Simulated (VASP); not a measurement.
# IrAuO2 (R-3m) in VASP: relaxation of shape and atoms at fixed volume with PBEsol

Aim: the relaxation of shape and atoms at fixed volume of IrAuO2 with PBEsol.

All numbers are computed with VASP 6.6.1; they aren't measurements. Logs are shortened: lines on timing, memory, paths and dates and some standing lists are left out, and cuts for length are marked.

**1. The cell of the first run**

Symmetry: R-3m, No. 166, trigonal system. The conventional cell has a = 3.100 Å, b = 3.100 Å, c = 17.893 Å, α = 90.00°, β = 90.00°, γ = 120.00°. Au (site symmetry -3m) has 2 O at 2.04 Å within 2.7 Å. Ir (site symmetry -3m) has 6 O at 2.02 Å within 2.7 Å. O (site symmetry 3m) has 3 Ir at 2.02 Å and 1 Au at 2.04 Å and 3 O at 2.60 Å within 2.7 Å.

**2. Relaxation of shape and atoms at fixed volume, PBEsol (12.41 Å³/atom)**

The input, INCAR:

```
PREC = Accurate
ENCUT = 600
EDIFF = 1E-7
ISMEAR = 0
SIGMA = 0.05
LREAL = False
LASPH = True
NELM = 60
ALGO = Normal
ISIF = 4
LWAVE = False
LCHARG = False
GGA = PS
IBRION = 2
NSW = 60
EDIFFG = -0.01
```

The input, KPOINTS:

```
Automatic mesh
0
Gamma
  12 12 12
```

The input, POSCAR:

```
IrAuO2
1.0
    1.5502277585      0.8950244137      5.9641736223
   -1.5502277585      0.8950244137      5.9641736223
    0.0000000000     -1.7900488273      5.9641736223
Au Ir O
1 1 2
Direct
    0.0000000000      0.0000000000      0.0000000000
    0.5000000000      0.5000000000      0.5000000000
    0.1141027016      0.1141027016      0.1141027016
    0.8858972984      0.8858972984      0.8858972984
```

Potentials or basis: VASP PAW PBE potentials, release 64 (Au, Ir, O).

The run is started by

```
$ cat potpaw_PBE.64/Au/POTCAR potpaw_PBE.64/Ir/POTCAR potpaw_PBE.64/O/POTCAR > POTCAR
$ mpirun -np 1 vasp_std > vasp.out
```

OUTCAR:

```text
PREC = Accurate
   ENCUT = 600
   EDIFF = 1E-7
   ISMEAR = 0
   LREAL = False
   LASPH = True
   NELM = 60
   ISIF = 4
   GGA = PS
   IBRION = 2
   NSW = 60
   EDIFFG = -0.01

 ion  position               nearest neighbor table
   1  0.000  0.000  0.000-   3 2.04   4 2.04   2 3.48   2 3.48   2 3.48   2 3.48   2 3.48   2 3.48

   2  0.500  0.500  0.500-   3 2.02   4 2.02   3 2.02   3 2.02   4 2.02   4 2.02   1 3.48   1 3.48
                             1 3.48   1 3.48   1 3.48   1 3.48
   3  0.114  0.114  0.114-   2 2.02   2 2.02   2 2.02   1 2.04
   4  0.886  0.886  0.886-   2 2.02   2 2.02   2 2.02   1 2.04

  LATTYP: Found a trigonal (rhomboedric) cell.
 ALAT       =     6.2270090574
 COS(alpha) =     0.8760455796

  Lattice vectors:

 A1 = (   1.5502277585,   0.8950244137,   5.9641736223)
 A2 = (  -1.5502277585,   0.8950244137,   5.9641736223)
 A3 = (   0.0000000000,  -1.7900488273,   5.9641736223)

Analysis of symmetry for initial positions (statically):
=====================================================================
 Subroutine PRICEL returns:
 Original cell was already a primitive cell.

 Routine SETGRP: Setting up the symmetry group for a
 trigonal (rhombohedral) supercell.

 Subroutine GETGRP returns: Found 12 space group operations
 (whereof 12 operations were pure point group operations)
 out of a pool of 12 trial point group operations.

The static configuration has the point symmetry D_3d.

Analysis of symmetry for dynamics (positions and initial velocities):
=====================================================================
 Subroutine PRICEL returns:
 Original cell was already a primitive cell.

 Routine SETGRP: Setting up the symmetry group for a
 trigonal (rhombohedral) supercell.

 Subroutine GETGRP returns: Found 12 space group operations
 (whereof 12 operations were pure point group operations)
 out of a pool of 12 trial point group operations.

The dynamic configuration has the point symmetry D_3d.

 Subroutine INISYM returns: Found 12 space group operations
 (whereof 12 operations are pure point group operations),
 and found     1 'primitive' translations

----------------------------------------------------------------------------------------

                                     Primitive cell

  volume of cell :      49.6514

  direct lattice vectors                    reciprocal lattice vectors
     1.550227758  0.895024414  5.964173622     0.322533252  0.186214660  0.055889274
[... 101 lines left out ...]
   NELECT =      32.0000    total number of electrons
   NUPDOWN=      -1.0000    fix difference up-down
   EMIN   =  10.00;   EMAX   =-10.00  energy-range for DOS
   EFERMI =   0.00;   METHOD = LEGACY
   ISMEAR =     0;   SIGMA  =   0.05  broadening in eV -4-tet -1-fermi 0-gaus
   EFERMI_NEDOS =   21; number of points for ismear=-14 and -15
   IALGO  =     38    algorithm
   IMIX   =      4    mixing-type and parameters
     AMIX     =   0.40;   BMIX     =  1.00
     AMIX_MAG =   1.60;   BMIX_MAG =  1.00
  volume/ion in A,a.u.               =      12.41        83.77
  Fermi-wavevector in a.u.,A,eV,Ry     =   1.414102  2.672266 27.207373  1.999686
  Thomas-Fermi vector in A             =   2.535679
   LORBIT       =      0    0 simple, 1 ext, 2 COOP (PROOUT), +10 PAW based schemes
   GGA     = PS    functional components
   LHFCALC =     F    Hartree Fock is set to
   AEXX    =    0.0000 exact exchange contribution
   IVDW    =     0    specifies the selected vdW correction
   LEPSILON=     F    determine dielectric tensor
   LRPA    =     F    only Hartree local field effects (RPA)
 conjugate gradient relaxation of ions
 non-spin polarized calculation
 Gauss-broadening in eV      SIGMA  =   0.05
  energy-cutoff  :      600.00
  volume of cell :       49.65
 maximum number of plane-waves:      1679
 NGX is ok and might be reduce to    50
   NGX = 25   NGY = 25   NGZ = 25

--------------------------------------- Ionic step        1  -------------------------------------------

 number of electron      32.0000001 magnetization

 Free energy of the ion-electron system (eV)
  ---------------------------------------------------
  ext. energy  EPLUGINS =         0.00000000
  ---------------------------------------------------
  free energy    TOTEN  =       -25.25052466 eV

  energy without entropy =      -25.25052466  energy(sigma->0) =      -25.25052466

------------------------ aborting loop because EDIFF is reached ----------------------------------------

  FORCE on cell =-STRESS in cart. coord.  units (eV):
  Direction    XX          YY          ZZ          XY          YZ          ZX
  --------------------------------------------------------------------------------------
  -------------------------------------------------------------------------------------
  Total        3.4304486      3.4304486      3.2308991      0.0000000      0.0000000      0.0000000
  in kB      110.6954022    110.6954022    104.2562417      0.0000000      0.0000000      0.0000000
  external PRESSURE =     108.5490154 kB  Pullay stress =       0.0000000 kB
[... 139 lines left out ...]
--------------------------------------- Ionic step        5  -------------------------------------------

 number of electron      32.0000003 magnetization

 Free energy of the ion-electron system (eV)
  ---------------------------------------------------
  ext. energy  EPLUGINS =         0.00000000
  ---------------------------------------------------
  free energy    TOTEN  =       -25.25514406 eV

  energy without entropy =      -25.25514406  energy(sigma->0) =      -25.25514406

 E-fermi :   7.4615     XC(G=0): -12.3653

 val. band max:        7.2180919332   @ k =  -0.3333   0.4167   0.0833
 cond. band min:       7.9038062898   @ k =   0.4167   0.4167   0.0833
 fundamental gap:      0.6857143566
 Fermi energy:         7.4615451895

 k-point     1 :       0.0000    0.0000    0.0000
  band No.  band energies     occupation
      1     -14.5848      2.00000
      2     -12.6215      2.00000
      3      -2.8582      2.00000
      4      -1.3179      2.00000
      5      -1.3179      2.00000
      6       0.9897      2.00000
[... 541 lines left out ...]
     19      10.5165      0.00000
     20      12.2307      0.00000

 [... further k-points ...]

------------------------ aborting loop because EDIFF is reached ----------------------------------------

  FORCE on cell =-STRESS in cart. coord.  units (eV):
  Direction    XX          YY          ZZ          XY          YZ          ZX
  --------------------------------------------------------------------------------------
  -------------------------------------------------------------------------------------
  Total        3.1144786      3.1144786      3.1131402      0.0000000      0.0000000      0.0000000
  in kB      100.4995271    100.4995271    100.4563376      0.0000000      0.0000000      0.0000000
  external PRESSURE =     100.4851306 kB  Pullay stress =       0.0000000 kB
[... 19 lines left out ...]
  FREE ENERGIE OF THE ION-ELECTRON SYSTEM (eV)
  ---------------------------------------------------
  free  energy   TOTEN  =       -25.2551440624 eV

  energy  without entropy=      -25.2551440624  energy(sigma->0) =      -25.25514406

 reached required accuracy - stopping structural energy minimisation
```

CONTCAR:

```text
IrAuO2
   1.00000000000000
     1.5463935177044992    0.8928107137469562    5.9937863023246640
    -1.5463935177044992    0.8928107137469562    5.9937863023246640
     0.0000000000000000   -1.7856214273799411    5.9937863023225226
  Au              Ir              O
     1     1     2
Direct
     0.0000000000000000    0.0000000000000000    0.0000000000000000
     0.5000000000000000    0.5000000000000000    0.5000000000000000
     0.1131545612606390    0.1131545612606390    0.1131545612606387
     0.8868454387393611    0.8868454387393611    0.8868454387393613

  0.00000000E+00  0.00000000E+00  0.00000000E+00
  0.00000000E+00  0.00000000E+00  0.00000000E+00
  0.00000000E+00  0.00000000E+00  0.00000000E+00
  0.00000000E+00  0.00000000E+00  0.00000000E+00
```

Wall time 44 min (1 thread of Intel Xeon 8259CL, shared host); peak memory 0.58 GiB.

Results:

```yaml
Free_energy: -25.2551 eV
Energy_gained_by_relaxing: 1.2 meV/atom
Ionic_steps: 5
Pressure_after_relaxing: 10.0 GPa
Band_gap_on_the_k_mesh: 0.69 eV (least direct gap 1.25 eV)
```

Step by step:
```tsv
step	energy change (eV)	largest force (eV/Å)	pressure (GPa)	volume (Å³)
1	0.0000	0.3004	10.85	49.65
2	-0.0030	0.0742	10.26	49.65
3	-0.0034	0.0202	10.40	49.65
4	-0.0042	0.0125	10.25	49.65
5	-0.0046	0.0004	10.05	49.65
```

Final structure:
```yaml
crystal:
  lattice:
    - [1.54639, 0.89281, 5.99379]
    - [-1.54639, 0.89281, 5.99379]
    - [0.00000, -1.78562, 5.99379]
  atoms:
    - { symbol: Au, position: [0.00000, 0.00000, 0.00000] }
    - { symbol: Ir, position: [0.50000, 0.50000, 0.50000] }
    - { symbol: O, position: [0.11315, 0.11315, 0.11315] }
    - { symbol: O, position: [0.88685, 0.88685, 0.88685] }
```

Caveat: the PAW data sets were made with another functional, which shifts forces and pressure a little; spin-orbit coupling is left out, which moves the levels of the heavy elements.
